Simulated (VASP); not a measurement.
# PbS (wurtzite type) (P6_3mc) in VASP: notebook

Runs on PbS (wurtzite type). Level: PBE. Tasks: density of states.

Everything below comes from runs of VASP 6.6.1. Logs are shortened: lines on timing, memory, paths and dates and some standing lists are left out, and cuts for length are marked.

## 1. The cell of the first run

The typed cell holds 4 atoms: a = 4.926 Å, b = 4.926 Å, c = 5.903 Å, α = 90.00°, β = 90.00°, γ = 120.00°.

## 2. Density of states, PBE (volume scaled by 0.94)

The input, POSCAR:

```
PbS
1.0
    4.9257294673      0.0000000000      0.0000000000
   -2.4628647337      4.2658068509      0.0000000000
    0.0000000000      0.0000000000      5.9025782467
Pb S
2 2
Direct
    0.3333333333      0.6666666667     -0.0621069606
    0.6666666667      0.3333333333      0.4378930394
    0.3333333333      0.6666666667      0.4381069606
    0.6666666667      0.3333333333      0.9381069606
```

The input, INCAR.step1:

```
PREC = Accurate ; ENCUT = 520
EDIFF = 1E-6 ; ISMEAR = -1
SIGMA = 0.05 ; LREAL = False
LASPH = True ; NELM = 80
ALGO = Normal ; ISIF = 2
LWAVE = False ; LCHARG = True
GGA = PE ; NBANDS = 28
```

The input, KPOINTS.step1:

```
Automatic mesh
0
Gamma
  9 9 5
```

The input, INCAR.step2:

```
PREC = Accurate ; ENCUT = 520
EDIFF = 1E-6 ; ISMEAR = -5
SIGMA = 0.05 ; LREAL = False
LASPH = True ; NELM = 80
ALGO = Normal ; ISIF = 2
LWAVE = False ; LCHARG = False
GGA = PE ; LORBIT = 11
NBANDS = 28 ; NEDOS = 1001
ICHARG = 11
```

The input, KPOINTS.step2:

```
Automatic mesh
0
Gamma
  14 14 8
```

Potentials or basis: VASP PAW PBE potentials, release 64 (Pb_d, S).

Started as:

```
> cat potpaw_PBE.64/Pb_d/POTCAR potpaw_PBE.64/S/POTCAR > POTCAR
> cp INCAR.step1 INCAR
> cp KPOINTS.step1 KPOINTS
> mpirun -np 1 vasp_std > vasp.out
> cp INCAR.step2 INCAR
> cp KPOINTS.step2 KPOINTS
> mpirun -np 1 vasp_std > vasp.out
```

OUTCAR:

```text
PREC = Accurate
   ENCUT = 520
   EDIFF = 1E-6
   ISMEAR = -5
   LREAL = False
   LASPH = True
   NELM = 80
   ISIF = 2
   GGA = PE
   LORBIT = 11
   ICHARG = 11

 ion  position               nearest neighbor table
   1  0.333  0.667  0.938-   4 2.84   4 2.84   4 2.84   3 2.95   3 2.95   2 4.10   2 4.10   2 4.10
                             2 4.10   2 4.10   2 4.10
   2  0.667  0.333  0.438-   3 2.84   3 2.84   3 2.84   4 2.95   4 2.95   1 4.10   1 4.10   1 4.10
                             1 4.10   1 4.10   1 4.10
   3  0.333  0.667  0.438-   2 2.84   2 2.84   2 2.84   1 2.95   1 2.95
   4  0.667  0.333  0.938-   1 2.84   1 2.84   1 2.84   2 2.95   2 2.95

  LATTYP: Found a hexagonal cell.
 ALAT       =     4.9257294673
 C/A-ratio  =     1.1983155563

  Lattice vectors:

 A1 = (   4.9257294673,   0.0000000000,   0.0000000000)
 A2 = (  -2.4628647337,   4.2658068509,   0.0000000000)
 A3 = (   0.0000000000,   0.0000000000,   5.9025782467)

Analysis of symmetry for initial positions (statically):
=====================================================================
 Subroutine PRICEL returns:
 Original cell was already a primitive cell.

 Routine SETGRP: Setting up the symmetry group for a
 hexagonal supercell.

 Subroutine GETGRP returns: Found 12 space group operations
 (whereof  6 operations were pure point group operations)
 out of a pool of 24 trial point group operations.

The static configuration has the point symmetry C_3v.
 The point group associated with its full space group is C_6v.

Analysis of symmetry for dynamics (positions and initial velocities):
=====================================================================
 Subroutine PRICEL returns:
 Original cell was already a primitive cell.

 Routine SETGRP: Setting up the symmetry group for a
 hexagonal supercell.

 Subroutine GETGRP returns: Found 12 space group operations
 (whereof  6 operations were pure point group operations)
 out of a pool of 24 trial point group operations.

The dynamic configuration has the point symmetry C_3v.
 The point group associated with its full space group is C_6v.

 Subroutine INISYM returns: Found 12 space group operations
 (whereof  6 operations are pure point group operations),
 and found     1 'primitive' translations

----------------------------------------------------------------------------------------

                                     Primitive cell

  volume of cell :     124.0262

[... 104 lines left out ...]
   PSTRESS=    0.0 pullay stress
   NELECT =      40.0000    total number of electrons
   NUPDOWN=      -1.0000    fix difference up-down
   EMIN   =  10.00;   EMAX   =-10.00  energy-range for DOS
   EFERMI =   0.00;   METHOD = LEGACY
   ISMEAR =    -5;   SIGMA  =   0.05  broadening in eV -4-tet -1-fermi 0-gaus
   EFERMI_NEDOS =   21; number of points for ismear=-14 and -15
   IALGO  =     38    algorithm
   IMIX   =      4    mixing-type and parameters
     AMIX     =   0.40;   BMIX     =  1.00
     AMIX_MAG =   1.60;   BMIX_MAG =  1.00
  volume/ion in A,a.u.               =      31.01       209.24
  Fermi-wavevector in a.u.,A,eV,Ry     =   1.122683  2.121563 17.149004  1.260416
  Thomas-Fermi vector in A             =   2.259344
   LORBIT       =     11    0 simple, 1 ext, 2 COOP (PROOUT), +10 PAW based schemes
   GGA     = PE    functional components
   LHFCALC =     F    Hartree Fock is set to
   AEXX    =    0.0000 exact exchange contribution
   IVDW    =     0    specifies the selected vdW correction
   LEPSILON=     F    determine dielectric tensor
   LRPA    =     F    only Hartree local field effects (RPA)
 non-spin polarized calculation
 Fermi weights with tetrahedron method with Bloechl corrections
  energy-cutoff  :      520.00
  volume of cell :      124.03
 maximum number of plane-waves:      3360
 NGX is ok and might be reduce to    40

 number of electron      40.0000002 magnetization

 Free energy of the ion-electron system (eV)
  ---------------------------------------------------
  ext. energy  EPLUGINS =         0.00000000
  ---------------------------------------------------
  free energy    TOTEN  =       -17.17228961 eV

  energy without entropy =      -17.17228961  energy(sigma->0) =      -17.17228961

 E-fermi :   4.2038     XC(G=0):  -8.5922

 val. band max:        4.1883479912   @ k =   0.3571   0.2857   0.5000
 cond. band min:       5.5962549364   @ k =   0.3571   0.2857   0.5000
 fundamental gap:      1.4079069453
 Fermi energy:         4.2037691325

 k-point     1 :       0.0000    0.0000    0.0000
  band No.  band energies     occupation
      1     -12.6448      2.00000
      2     -12.5258      2.00000
      3     -12.5258      2.00000
      4     -12.5251      2.00000
      5     -12.5251      2.00000
      6     -12.5166      2.00000
[... 733 lines left out ...]
     27       9.4411      0.00000
     28      11.0630      0.00000

 [... further k-points ...]

------------------------ aborting loop because EDIFF is reached ----------------------------------------

  FORCE on cell =-STRESS in cart. coord.  units (eV):
  Direction    XX          YY          ZZ          XY          YZ          ZX
  --------------------------------------------------------------------------------------
  -------------------------------------------------------------------------------------
  Total        2.1963360      2.1963360      2.3099960     -0.0000000     -0.0000000      0.0000000
  in kB       28.3723859     28.3723859     29.8406527     -0.0000000     -0.0000000      0.0000000
  external PRESSURE =      28.8618082 kB  Pullay stress =       0.0000000 kB

 VOLUME and BASIS-vectors are now :
 -----------------------------------------------------------------------------
  energy-cutoff  :      520.00
  volume of cell :      124.03
      direct lattice vectors                 reciprocal lattice vectors
     4.925729467  0.000000000  0.000000000     0.203015616  0.117211120  0.000000000
    -2.462864734  4.265806851  0.000000000     0.000000000  0.234422241  0.000000000
     0.000000000  0.000000000  5.902578247     0.000000000  0.000000000  0.169417492

 POSITION                                       TOTAL-FORCE (eV/Angst)
 -----------------------------------------------------------------------------------
     -0.00000      2.84387      5.53599        -0.000000     -0.000000      0.001026
      2.46286      1.42194      2.58470         0.000000      0.000000      0.001026
     -0.00000      2.84387      2.58596         0.000000      0.000000     -0.001026
      2.46286      1.42194      5.53725        -0.000000     -0.000000     -0.001026
 -----------------------------------------------------------------------------------
    total drift:                               -0.000000      0.000000      0.000112

  FREE ENERGIE OF THE ION-ELECTRON SYSTEM (eV)
  ---------------------------------------------------
  free  energy   TOTEN  =       -17.1722896131 eV

  energy  without entropy=      -17.1722896131  energy(sigma->0) =      -17.17228961

 total charge

# of ion       s       p       d       tot
------------------------------------------
    1        1.487   0.536   9.841  11.864
    2        1.487   0.536   9.841  11.864
    3        1.356   2.345   0.000   3.701
    4        1.356   2.345   0.000   3.701
--------------------------------------------------
tot          5.685   5.761  19.683  31.129
```

OSZICAR.step1:

```text
N       E                     dE             d eps       ncg     rms          rms(c)
DAV:   1     0.423181377396E+03    0.42318E+03   -0.18686E+04  2016   0.147E+03
DAV:   2     0.327998417286E+02   -0.39038E+03   -0.37922E+03  2056   0.393E+02
DAV:   3    -0.157702605272E+02   -0.48570E+02   -0.47250E+02  2616   0.156E+02
DAV:   4    -0.181986001426E+02   -0.24283E+01   -0.24170E+01  2392   0.371E+01
DAV:   5    -0.183051153212E+02   -0.10652E+00   -0.10649E+00  2756   0.812E+00    0.734E+00
DAV:   6    -0.171593674155E+02    0.11457E+01   -0.28746E+00  2820   0.102E+01    0.477E+00
DAV:   7    -0.171666280616E+02   -0.72606E-02   -0.53158E-01  2240   0.291E+00    0.291E+00
DAV:   8    -0.171801929892E+02   -0.13565E-01   -0.91019E-02  2588   0.254E+00    0.969E-01
DAV:   9    -0.171728187826E+02    0.73742E-02   -0.26802E-02  2844   0.135E+00    0.123E-01
DAV:  10    -0.171744716383E+02   -0.16529E-02   -0.34455E-03  2356   0.246E-01    0.739E-02
DAV:  11    -0.171747539629E+02   -0.28232E-03   -0.37962E-04  2284   0.118E-01    0.343E-02
DAV:  12    -0.171747821713E+02   -0.28208E-04   -0.53404E-05  2416   0.591E-02    0.772E-03
DAV:  13    -0.171747906416E+02   -0.84704E-05   -0.12929E-05  1912   0.180E-02    0.569E-03
DAV:  14    -0.171747907886E+02   -0.14699E-06   -0.12170E-06  1832   0.131E-02
   1 F= -.17174791E+02 E0= -.17174791E+02  d E =-.922179E-08
```

Run time: 7.7 min. Hardware: 1 thread of Intel Xeon Platinum 8488C (Sapphire Rapids), shared host; peak memory 0.49 GiB.

What came out:

* Valence electrons inside the program's atomic spheres: Pb 11.86; S 3.70

Levels at points of the mesh, in eV from the valence-band top:
```
           k point  band 16  band 17  band 18  band 19  band 20  band 21  band 22  band 23  band 24  band 25
(0.00, 0.00, 0.00)    -3.26    -3.26    -2.08    -2.04    -2.04     1.94     1.94     3.38     3.38     5.01
(0.50, 0.00, 0.00)    -3.95    -3.10    -2.45    -2.23    -0.77     3.04     3.14     4.17     4.52     5.26
(0.00, 0.00, 0.50)    -2.65    -2.65    -2.65    -1.38    -1.38     2.25     2.25     2.25     2.25     2.61
(0.50, 0.00, 0.50)    -3.26    -2.05    -2.05    -0.65    -0.65     1.59     1.59     3.12     3.12     4.39
```

Caveat: the cell differs from its parent crystal (volume scaled by 0.94); spin-orbit coupling is left out, which moves the levels of the heavy elements.

## 3. Density of states, PBE

This run uses another cell than the first one, of 32.99 Å³/atom, 1.064 times its volume.

The input, POSCAR:

```
PbS
1.0
    5.0324512627      0.0000000000      0.0000000000
   -2.5162256314      4.3582306368      0.0000000000
    0.0000000000      0.0000000000      6.0158341605
Pb S
2 2
Direct
    0.3333333333      0.6666666667     -0.0621654658
    0.6666666667      0.3333333333      0.4378345342
    0.3333333333      0.6666666667      0.4381654658
    0.6666666667      0.3333333333      0.9381654658
```

The input, INCAR.step1:

```
SYSTEM = PbS
PREC     = Accurate       ! precision mode
ENCUT    = 520            ! plane-wave cutoff, eV
EDIFF    = 1E-6           ! SCF threshold, eV
ISMEAR   = -1             ! smearing method
SIGMA    = 0.05           ! smearing width, eV
LREAL    = .FALSE.        ! projectors in reciprocal space
LASPH    = .TRUE.         ! aspherical terms in the spheres
NELM     = 80             ! most SCF steps
ALGO     = Normal         ! electronic algorithm
ISIF     = 2              ! what is computed and relaxed
LWAVE    = .FALSE.        ! write WAVECAR
LCHARG   = .TRUE.         ! write CHGCAR
GGA      = PE             ! functional
NBANDS   = 28             ! bands
```

The input, KPOINTS.step1:

```
Automatic mesh
0
G
  9 9 5
  0 0 0
```

The input, INCAR.step2:

```
SYSTEM = PbS
PREC     = Accurate       ! precision mode
ENCUT    = 520            ! plane-wave cutoff, eV
EDIFF    = 1E-6           ! SCF threshold, eV
ISMEAR   = -5             ! smearing method
SIGMA    = 0.05           ! smearing width, eV
LREAL    = .FALSE.        ! projectors in reciprocal space
LASPH    = .TRUE.         ! aspherical terms in the spheres
NELM     = 80             ! most SCF steps
ALGO     = Normal         ! electronic algorithm
ISIF     = 2              ! what is computed and relaxed
LWAVE    = .FALSE.        ! write WAVECAR
LCHARG   = .FALSE.        ! write CHGCAR
GGA      = PE             ! functional
LORBIT   = 11             ! projections on sites
NBANDS   = 28             ! bands
NEDOS    = 1001           ! points of the DOS
ICHARG   = 11             ! starting density
```

The input, KPOINTS.step2:

```
Automatic mesh
0
G
  14 14 8
  0 0 0
```

Potentials or basis: VASP PAW PBE potentials, release 64 (Pb_d, S).

Started as:

```
> cat potpaw_PBE.64/Pb_d/POTCAR potpaw_PBE.64/S/POTCAR > POTCAR
> cp INCAR.step1 INCAR
> cp KPOINTS.step1 KPOINTS
> mpirun -np 1 vasp_std > vasp.out
> cp INCAR.step2 INCAR
> cp KPOINTS.step2 KPOINTS
> mpirun -np 1 vasp_std > vasp.out
```

Run time: 7.1 min. Hardware: 1 thread of Intel Xeon Platinum 8488C (Sapphire Rapids), shared host; peak memory 0.5 GiB.

The run converged. Its results:

```yaml
Valence_electrons_inside_the_program's_atomic_spheres: Pb 11.83; S 3.68
```

Levels at points of the mesh, in eV from the valence-band top:
| k point | band 16 | band 17 | band 18 | band 19 | band 20 | band 21 | band 22 | band 23 | band 24 | band 25 |
| --- | --- | --- | --- | --- | --- | --- | --- | --- | --- | --- |
| (0.00, 0.00, 0.00) | -2.90 | -2.90 | -1.80 | -1.76 | -1.76 | 2.09 | 2.09 | 3.41 | 3.41 | 5.13 |
| (0.50, 0.00, 0.00) | -3.53 | -2.74 | -2.12 | -1.99 | -0.66 | 2.99 | 3.12 | 4.28 | 4.42 | 5.08 |
| (0.00, 0.00, 0.50) | -2.33 | -2.33 | -2.33 | -1.20 | -1.20 | 2.38 | 2.38 | 2.38 | 2.38 | 2.62 |
| (0.50, 0.00, 0.50) | -2.88 | -1.76 | -1.76 | -0.56 | -0.56 | 1.68 | 1.68 | 3.12 | 3.12 | 4.34 |

Caveat: spin-orbit coupling is left out, which moves the levels of the heavy elements.
